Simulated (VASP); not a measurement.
Set up this calculation in VASP 6.6.1, as the native input.

| Quantity | Value |
| --- | --- |
| Task | single point |
| Functional | RPBE |
| Potentials or basis | VASP PAW PBE potentials, release 64 (Sn_d) |
| Cutoff | 520 eV |
| k mesh | 12 × 12 × 6 |
| Occupations | fermi-dirac, width 0.1 eV |
| Spin | no spin polarisation |
| Dipole correction | no |
| Further INCAR settings | ALGO = Normal; EDIFF = 1e-06; NBANDS = 21 |

The structure of Sn lies in POSCAR:

```
Sn
1.0
    3.5000404599      0.0000000000      0.0000000000
   -1.7500202299      3.0311239525      0.0000000000
    0.0000000000      0.0000000000      5.8155858282
Sn
2
Direct
    0.3333333333      0.6666666667      0.2500000000
    0.6666666667      0.3333333333      0.7500000000
```

This cell differs from its parent crystal: volume scaled by 1.08.

These files were run (other wordings do the same):

INCAR

```
PREC = Accurate
ENCUT = 520
EDIFF = 1E-6
ISMEAR = -1
SIGMA = 0.1
LREAL = False
LASPH = True
NELM = 100
ALGO = Normal
ISIF = 2
LWAVE = False
LCHARG = False
GGA = RP
NBANDS = 21
```

KPOINTS

```
regular mesh
0
Gamma
  12 12 6
```

Potentials or basis: VASP PAW PBE potentials, release 64 (Sn_d).

Run with:

```console
$ cat potpaw_PBE.64/Sn_d/POTCAR > POTCAR
$ mpirun -np 1 vasp_std > vasp.out
```

It gave:

- Pressure: -2.8 GPa
- Band gap on the k mesh: zero (band 14 reaches 12.05 eV, above the bottom of band 15 at 4.68 eV)

Caveat: the PAW data sets were made with another functional, which shifts forces and pressure a little; spin-orbit coupling is left out, which moves the levels of the heavy elements.

Wall time 47 s on 1 thread of Intel(R) Xeon(R) Platinum 8375C CPU @ 2.90GHz (Ice Lake), with other jobs on the host, peak memory 0.23 GiB.
